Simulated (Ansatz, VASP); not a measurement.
# One calculation of Bi, two programs

```
Bi
1.0
     3.23311    0.00000    0.00000
     0.00000    3.23311    0.00000
     0.00000    0.00000    3.23311
Bi
1
Direct
  0.00000 0.00000 0.00000
```

Alike in both runs: task single point; functional PBE; k mesh 16 × 16 × 16; occupations fermi-dirac, width 0.1 eV; no spin polarisation.

```csv
,VASP,Ansatz
version,VASP 6.6.1,Ansatz 0.2.0
potentials or method,"VASP PAW PBE potentials, release 64 (Bi_d), cutoff 520 eV","plane waves (420 eV) with PAW, scalar-relativistic"
valence electrons in the cell,15,15
```

```csv
,VASP,Ansatz,Ansatz less VASP
pressure (GPa),2.0,2.0,+0.07
```

Neither program's run includes spin-orbit coupling.
